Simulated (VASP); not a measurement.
# Ge (Fd-3m) in VASP: single point with PBE

Aim: the single point of Ge with PBE.

Program: VASP 6.6.1. These are calculated values, not measurements. Logs are shortened: lines on timing, memory, paths and dates and some standing lists are left out, and cuts for length are marked.

**1. The cell of the first run**

Symmetry: Fd-3m, No. 227, cubic system. The conventional cell has a = 5.762 Å, b = 5.762 Å, c = 5.762 Å, α = 90.00°, β = 90.00°, γ = 90.00°. Ge (site symmetry -43m) has 4 Ge at 2.49 Å within 3.3 Å.

**2. Single point, PBE**

The input, INCAR:

```
PREC = Accurate
ENCUT = 500
EDIFF = 1E-6
ISMEAR = 0
SIGMA = 0.1
LREAL = False
LASPH = True
NELM = 120
ALGO = Normal
ISIF = 2
LWAVE = False
LCHARG = True
GGA = PE
LELF = True
LVHAR = True
NBANDS = 21
GGA_COMPAT = False
```

The input, KPOINTS:

```
Automatic mesh
0
Gamma
  12 12 12
```

The input, POSCAR:

```
Ge
1.0
    0.0000000000      2.8807770253      2.8807770253
    2.8807770253      0.0000000000      2.8807770253
    2.8807770253      2.8807770253      0.0000000000
Ge
2
Direct
    0.0000000000      0.0000000000      0.0000000000
    0.2500000000      0.2500000000      0.2500000000
```

Potentials or basis: VASP PAW PBE potentials, release 64 (Ge_d).

The run is started by

```sh
> cat potpaw_PBE.64/Ge_d/POTCAR > POTCAR
> mpirun -np 1 vasp_std > vasp.out
```

OUTCAR:

```text
PREC = Accurate
   ENCUT = 500
   EDIFF = 1E-6
   ISMEAR = 0
   LREAL = False
   LASPH = True
   NELM = 120
   ISIF = 2
   GGA = PE

 ion  position               nearest neighbor table
   1  0.000  0.000  0.000-   2 2.49   2 2.49   2 2.49   2 2.49
   2  0.250  0.250  0.250-   1 2.49   1 2.49   1 2.49   1 2.49

  LATTYP: Found a face centered cubic cell.
 ALAT       =     5.7615540506

  Lattice vectors:

 A1 = (   0.0000000000,   2.8807770253,   2.8807770253)
 A2 = (   2.8807770253,   0.0000000000,   2.8807770253)
 A3 = (   2.8807770253,   2.8807770253,   0.0000000000)

Analysis of symmetry for initial positions (statically):
=====================================================================
 Subroutine PRICEL returns:
 Original cell was already a primitive cell.

 Routine SETGRP: Setting up the symmetry group for a
 face centered cubic supercell.

 Subroutine GETGRP returns: Found 48 space group operations
 (whereof 24 operations were pure point group operations)
 out of a pool of 48 trial point group operations.

The static configuration has the point symmetry T_d .
 The point group associated with its full space group is O_h .

Analysis of symmetry for dynamics (positions and initial velocities):
=====================================================================
 Subroutine PRICEL returns:
 Original cell was already a primitive cell.

 Routine SETGRP: Setting up the symmetry group for a
 face centered cubic supercell.

 Subroutine GETGRP returns: Found 48 space group operations
 (whereof 24 operations were pure point group operations)
 out of a pool of 48 trial point group operations.

The dynamic configuration has the point symmetry T_d .
 The point group associated with its full space group is O_h .

 Subroutine INISYM returns: Found 48 space group operations
 (whereof 24 operations are pure point group operations),
 and found     1 'primitive' translations

----------------------------------------------------------------------------------------

                                     Primitive cell

  volume of cell :      47.8144

  direct lattice vectors                    reciprocal lattice vectors
     0.000000000  2.880777025  2.880777025    -0.173564283  0.173564283  0.173564283
     2.880777025  0.000000000  2.880777025     0.173564283 -0.173564283  0.173564283
     2.880777025  2.880777025  0.000000000     0.173564283  0.173564283 -0.173564283

  length of vectors
     4.074033939  4.074033939  4.074033939     0.300622157  0.300622157  0.300622157

  position of ions in fractional coordinates (direct lattice)
     0.000000000  0.000000000  0.000000000
     0.250000000  0.250000000  0.250000000

  ion indices of the primitive-cell ions
   primitive index   ion index
                 1           1
                 2           2

----------------------------------------------------------------------------------------

 KPOINTS: Automatic mesh

Automatic generation of k-mesh.
 Grid dimensions read from file:
 generate k-points for:   12   12   12

 Generating k-lattice:

  Cartesian coordinates                     Fractional coordinates (reciprocal lattice)
    -0.014463690  0.014463690  0.014463690     0.083333333  0.000000000  0.000000000
     0.014463690 -0.014463690  0.014463690     0.000000000  0.083333333  0.000000000
     0.014463690  0.014463690 -0.014463690     0.000000000  0.000000000  0.083333333

  Length of vectors
     0.025051846  0.025051846  0.025051846

  Shift w.r.t. Gamma in fractional coordinates (k-lattice)
     0.000000000  0.000000000  0.000000000

 Subroutine IBZKPT returns following result:
 ===========================================

 Found     72 irreducible k-points:

 Following reciprocal coordinates:
            Coordinates               Weight
  0.000000  0.000000  0.000000      1.000000
  0.083333  0.000000  0.000000      8.000000
  0.166667  0.000000  0.000000      8.000000
  0.250000  0.000000  0.000000      8.000000
  0.333333  0.000000  0.000000      8.000000
  0.416667  0.000000  0.000000      8.000000
[... 16 lines left out ...]
  0.500000  0.166667  0.000000     24.000000
 -0.416667  0.166667  0.000000     24.000000
 [... further k-points ...]
   k-points           NKPTS =     72   k-points in BZ     NKDIM =     72   number of bands    NBANDS=     21
   number of dos      NEDOS =    301   number of ions     NIONS =      2
   total plane-waves  NPLWV =  27000
   dimension x,y,z NGX =    30 NGY =   30 NGZ =   30
   dimension x,y,z NGXF=    60 NGYF=   60 NGZF=   60
   ions per type =               2
   NGX,Y,Z   is equivalent  to a cutoff of  12.24, 12.24, 12.24 a.u.
   NGXF,Y,Z  is equivalent  to a cutoff of  24.48, 24.48, 24.48 a.u.
 SYSTEM =  unknown system
   PREC   = accura    normal or accurate (medium, high low for compatibility)
   ISTART =      0    job   : 0-new  1-cont  2-samecut
   ICHARG =      2    charge: 1-file 2-atom 10-const
   ISPIN  =      1    spin polarized calculation?
   LNONCOLLINEAR =      F non collinear calculations
   LSORBIT =      F    spin-orbit coupling
   LASPH  =      T    aspherical Exc in radial PAW
   ENCUT  =  500.0 eV  36.75 Ry    6.06 a.u.   7.43  7.43  7.43*2*pi/ulx,y,z
   NELM   =    120;   NELMIN=  2; NELMDL= -5     # of ELM steps
   EDIFF  = 0.1E-05   stopping-criterion for ELM
   LREAL  =      F    real-space projection
   EDIFFG = 0.1E-04   stopping-criterion for IOM
   NSW    =      0    number of steps for IOM
   IBRION =     -1    ionic relax: 0-MD 1-quasi-New 2-CG
   NFREE  =      0    steps in history (QN), initial steepest desc. (CG)
   ISIF   =      2    stress and relaxation
   ISYM   =      2    0-nonsym 1-usesym 2-fastsym
   POTIM  = 0.5000    time-step for ionic-motion
   TEBEG  =    0.0;   TEEND  =   0.0 temperature during run
   PSTRESS=    0.0 pullay stress
   NELECT =      28.0000    total number of electrons
   NUPDOWN=      -1.0000    fix difference up-down
   EMIN   =  10.00;   EMAX   =-10.00  energy-range for DOS
   EFERMI =   0.00;   METHOD = LEGACY
   ISMEAR =     0;   SIGMA  =   0.10  broadening in eV -4-tet -1-fermi 0-gaus
   EFERMI_NEDOS =   21; number of points for ismear=-14 and -15
   IALGO  =     38    algorithm
   IMIX   =      4    mixing-type and parameters
     AMIX     =   0.40;   BMIX     =  1.00
     AMIX_MAG =   1.60;   BMIX_MAG =  1.00
  volume/ion in A,a.u.               =      23.91       161.33
  Fermi-wavevector in a.u.,A,eV,Ry     =   1.369645  2.588253 25.523524  1.875926
  Thomas-Fermi vector in A             =   2.495501
   LORBIT       =      0    0 simple, 1 ext, 2 COOP (PROOUT), +10 PAW based schemes
   GGA     = PE    functional components
   LHFCALC =     F    Hartree Fock is set to
   AEXX    =    0.0000 exact exchange contribution
   IVDW    =     0    specifies the selected vdW correction
   LEPSILON=     F    determine dielectric tensor
   LRPA    =     F    only Hartree local field effects (RPA)
 non-spin polarized calculation
 Gauss-broadening in eV      SIGMA  =   0.10
  energy-cutoff  :      500.00
  volume of cell :       47.81
 maximum number of plane-waves:      1243
 NGX is ok and might be reduce to    30
   NGX = 15   NGY = 15   NGZ = 15

 number of electron      27.9999979 magnetization

 Free energy of the ion-electron system (eV)
  ---------------------------------------------------
  ext. energy  EPLUGINS =         0.00000000
  ---------------------------------------------------
  free energy    TOTEN  =        -9.03577307 eV

  energy without entropy =       -9.03532759  energy(sigma->0) =       -9.03555033

 E-fermi :   4.4544     XC(G=0):  -9.6690

 val. band max:        4.3209613046   @ k =   0.0833   0.0000   0.0000
 cond. band min:       4.4752797623   @ k =   0.0000   0.0000   0.0000
 fundamental gap:      0.1543184576
 Fermi energy:         4.4544215931

 k-point     1 :       0.0000    0.0000    0.0000
  band No.  band energies     occupation
      1     -20.2709      2.00000
      2     -20.2709      2.00000
      3     -20.2709      2.00000
      4     -20.2388      2.00000
      5     -20.2388      2.00000
      6     -20.0559      2.00000
[... 13 lines left out ...]
     20      13.8136      0.00000
     21      13.8136      0.00000

 k-point     2 :       0.0833    0.0000    0.0000
  band No.  band energies     occupation
      1     -20.2745      2.00000
      2     -20.2745      2.00000
      3     -20.2699      2.00000
      4     -20.2338      2.00000
      5     -20.2338      2.00000
      6     -20.0625      2.00000
[... 13 lines left out ...]
     20      13.2857      0.00000
     21      13.2857      0.00000

 k-point     3 :       0.1667    0.0000    0.0000
  band No.  band energies     occupation
      1     -20.2811      2.00000
      2     -20.2811      2.00000
      3     -20.2671      2.00000
      4     -20.2239      2.00000
      5     -20.2239      2.00000
      6     -20.0718      2.00000
[... 13 lines left out ...]
     20      12.7530      0.00000
     21      12.7530      0.00000

 k-point     4 :       0.2500    0.0000    0.0000
  band No.  band energies     occupation
      1     -20.2866      2.00000
      2     -20.2866      2.00000
      3     -20.2632      2.00000
      4     -20.2143      2.00000
      5     -20.2143      2.00000
      6     -20.0795      2.00000
[... 13 lines left out ...]
     20      12.7230      0.00000
     21      12.7230      0.00000

 k-point     5 :       0.3333    0.0000    0.0000
  band No.  band energies     occupation
      1     -20.2900      2.00000
      2     -20.2900      2.00000
      3     -20.2592      2.00000
      4     -20.2073      2.00000
      5     -20.2073      2.00000
      6     -20.0847      2.00000
[... 13 lines left out ...]
     20      13.3158      0.00000
     21      13.3158      0.00000

 k-point     6 :       0.4167    0.0000    0.0000
  band No.  band energies     occupation
      1     -20.2918      2.00000
      2     -20.2918      2.00000
      3     -20.2562      2.00000
      4     -20.2035      2.00000
      5     -20.2035      2.00000
      6     -20.0871      2.00000
[... 13 lines left out ...]
     20      14.4086      0.00000
     21      14.4086      0.00000

 k-point     7 :       0.5000    0.0000    0.0000
  band No.  band energies     occupation
      1     -20.2923      2.00000
      2     -20.2923      2.00000
      3     -20.2551      2.00000
      4     -20.2024      2.00000
      5     -20.2024      2.00000
      6     -20.0878      2.00000
[... 13 lines left out ...]
     20      14.9199      0.00000
     21      15.4148      0.00000
[... 291 lines left out ...]
      1     -20.2881      2.00000
      2     -20.2837      2.00000
      3     -20.2713      2.00000
      4     -20.2171      2.00000
      5     -20.1944      2.00000
      6     -20.1135      2.00000
[... 13 lines left out ...]
     20      13.5369      0.00000
     21      14.2870      0.00000

 k-point    21 :       0.3333    0.1667    0.0000
  band No.  band energies     occupation
      1     -20.2966      2.00000
      2     -20.2884      2.00000
      3     -20.2611      2.00000
      4     -20.2077      2.00000
      5     -20.1848      2.00000
      6     -20.1222      2.00000
[... 13 lines left out ...]
     20      14.0002      0.00000
     21      14.5806      0.00000

 k-point    22 :       0.4167    0.1667    0.0000
  band No.  band energies     occupation
      1     -20.3029      2.00000
      2     -20.2923      2.00000
      3     -20.2499      2.00000
      4     -20.1988      2.00000
      5     -20.1810      2.00000
      6     -20.1240      2.00000
[... 13 lines left out ...]
     20      14.2914      0.00000
     21      15.3936      0.00000

 k-point    23 :       0.5000    0.1667    0.0000
  band No.  band energies     occupation
      1     -20.3064      2.00000
      2     -20.2953      2.00000
      3     -20.2405      2.00000
      4     -20.1911      2.00000
      5     -20.1840      2.00000
      6     -20.1182      2.00000
[... 13 lines left out ...]
     20      15.1315      0.00000
     21      15.4441      0.00000

 k-point    24 :      -0.4167    0.1667    0.0000
  band No.  band energies     occupation
      1     -20.3067      2.00000
      2     -20.2974      2.00000
      3     -20.2357      2.00000
      4     -20.1918      2.00000
      5     -20.1857      2.00000
      6     -20.1066      2.00000
[... 13 lines left out ...]
     20      13.9710      0.00000
     21      14.5845      0.00000

 [... further k-points ...]

------------------------ aborting loop because EDIFF is reached ----------------------------------------

  FORCE on cell =-STRESS in cart. coord.  units (eV):
  Direction    XX          YY          ZZ          XY          YZ          ZX
  --------------------------------------------------------------------------------------
  -------------------------------------------------------------------------------------
  Total       -0.0350614     -0.0350614     -0.0350614      0.0000000      0.0000000      0.0000000
  in kB       -1.1748465     -1.1748465     -1.1748465      0.0000000      0.0000000      0.0000000
  external PRESSURE =      -1.1748465 kB  Pullay stress =       0.0000000 kB

 VOLUME and BASIS-vectors are now :
 -----------------------------------------------------------------------------
  energy-cutoff  :      500.00
  volume of cell :       47.81
      direct lattice vectors                 reciprocal lattice vectors
     0.000000000  2.880777025  2.880777025    -0.173564283  0.173564283  0.173564283
     2.880777025  0.000000000  2.880777025     0.173564283 -0.173564283  0.173564283
     2.880777025  2.880777025  0.000000000     0.173564283  0.173564283 -0.173564283

 POSITION                                       TOTAL-FORCE (eV/Angst)
 -----------------------------------------------------------------------------------
      0.00000      0.00000      0.00000         0.000000      0.000000      0.000000
      1.44039      1.44039      1.44039        -0.000000     -0.000000     -0.000000
 -----------------------------------------------------------------------------------
    total drift:                                0.000000      0.000000      0.000000

  FREE ENERGIE OF THE ION-ELECTRON SYSTEM (eV)
  ---------------------------------------------------
  free  energy   TOTEN  =        -9.0357730688 eV

  energy  without entropy=       -9.0353275899  energy(sigma->0) =       -9.03555033
```

Run time: 1.8 min. Hardware: 1 thread of Intel Xeon 8259CL, shared host; peak memory 0.2 GiB.

Results:

```yaml
Free_energy: -9.0358 eV
Pressure: -0.1 GPa
Band_gap_on_the_k_mesh: zero (filled and empty bands touch)
```

Levels at points of the mesh, in eV from the Fermi level:
| k point | band 10 | band 11 | band 12 | band 13 | band 14 | band 15 | band 16 | band 17 | band 18 | band 19 |
| --- | --- | --- | --- | --- | --- | --- | --- | --- | --- | --- |
| (0.00, 0.00, 0.00) | -24.50 | -12.35 | -0.43 | 0.02 | 0.02 | 0.02 | 2.55 | 2.55 | 2.55 | 6.32 |
| (0.50, 0.00, 0.00) | -24.48 | -10.39 | -7.34 | -1.30 | -1.30 | 0.04 | 3.74 | 3.74 | 7.12 | 10.25 |
| (0.50, 0.50, 0.00) | -24.46 | -8.67 | -8.67 | -2.87 | -2.87 | 0.84 | 0.84 | 9.09 | 9.09 | 11.10 |

Caveat: semilocal functionals underestimate gaps, and a narrow one can read as zero.

The gap in the log of VASP goes by the Fermi energy; the results here count the filled bands.